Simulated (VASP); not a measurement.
BN:

```
CELL_PARAMETERS angstrom
-1.29816 1.29816 5.25225
1.29816 -1.29816 5.25225
1.29816 1.29816 -5.25225
ATOMIC_POSITIONS crystal
B 0.63624 0.63624 0.00000
B 0.36376 0.36376 0.00000
B 0.00000 0.00000 0.00000
N 0.75000 0.25000 0.50000
N 0.43269 0.93269 0.50000
N 0.06731 0.56731 0.50000
```

- Program: VASP 6.6.1
- Task: relaxation of cell and atoms
- Functional: PBE
- Potentials or basis: VASP PAW PBE potentials, release 64 (B, N)
- Cutoff: 600 eV
- k mesh: 10 × 10 × 10
- Occupations: gaussian, width 0.1 eV
- Spin: no spin polarisation

At the start: pressure 24.2 GPa; volume 5.90 Å³/atom.

Task: How do energy, volume and symmetry change on relaxing?

Result: Over 11 steps the energy falls by 688.7 meV/atom and the volume is 5.95 Å³/atom (+0.9 %); space group I-4m2 (No. 119, to 0.1 Å) before, F-43m (No. 216, to 0.1 Å).

Step by step:
```tsv
step	energy change (eV)	largest force (eV/Å)	pressure (GPa)	volume (Å³)
1	0.0000	10.3627	24.15	35.40
2	-1.9878	6.9078	-29.37	40.16
3	-3.5354	3.3141	-20.56	38.18
4	-3.7747	3.3619	10.53	34.94
5	-4.0591	0.6365	-5.35	36.25
6	-4.1255	0.2622	3.96	35.35
7	-4.1271	0.1420	2.67	35.46
8	-4.1304	0.2407	-0.87	35.80
9	-4.1316	0.1216	0.32	35.69
10	-4.1317	0.0821	-0.52	35.76
11	-4.1320	0.0271	-0.15	35.73
```

Final structure:
```yaml
crystal:
  lattice:
    - [-1.28175, 1.28175, 5.43686]
    - [1.28175, -1.28175, 5.43686]
    - [1.28175, 1.28175, -5.43686]
  atoms:
    - { symbol: B, position: [0.66660, 0.66660, 0.00000] }
    - { symbol: B, position: [0.33340, 0.33340, 0.00000] }
    - { symbol: B, position: [0.00000, 0.00000, 0.00000] }
    - { symbol: N, position: [0.75000, 0.25000, 0.50000] }
    - { symbol: N, position: [0.41671, 0.91671, 0.50000] }
    - { symbol: N, position: [0.08329, 0.58329, 0.50000] }
```
